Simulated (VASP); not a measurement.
A run of VASP 6.6.1 is set up as follows.

INCAR

```
SYSTEM = Al
  AGGAC = 1.0
  AGGAX = 1.0
  ALDAC = 0.0
  ALDAX = 1.0
  ALGO = Normal
  EDIFF = 1E-6
  ENCUT = 520
  GGA = B5
  ISIF = 2
  ISMEAR = -1
  LASPH = .True.
  LCHARG = .True.
  LELF = .True.
  LREAL = .False.
  LVHAR = .True.
  LWAVE = .False.
  NBANDS = 8
  NELM = 80
  PREC = Accurate
  SIGMA = 0.05
```

The input KPOINTS:

```
k-points
0
Gamma
  11 11 11
  0 0 0
```

The input POSCAR:

```
Al
1.0
    0.0000000000      2.0514502267      2.0514502267
    2.0514502267      0.0000000000      2.0514502267
    2.0514502267      2.0514502267      0.0000000000
Al
1
Direct
    0.0000000000      0.0000000000      0.0000000000
```

Potentials or basis: VASP PAW PBE potentials, release 64 (Al).

Command:

```console
$ cat potpaw_PBE.64/Al/POTCAR > POTCAR
$ mpirun -np 1 vasp_std > vasp.out
```

Problem. Estimate the pressure.

Solution. 0.5 GPa.

Caveat: the PAW data sets were made with another functional, which shifts forces and pressure a little.
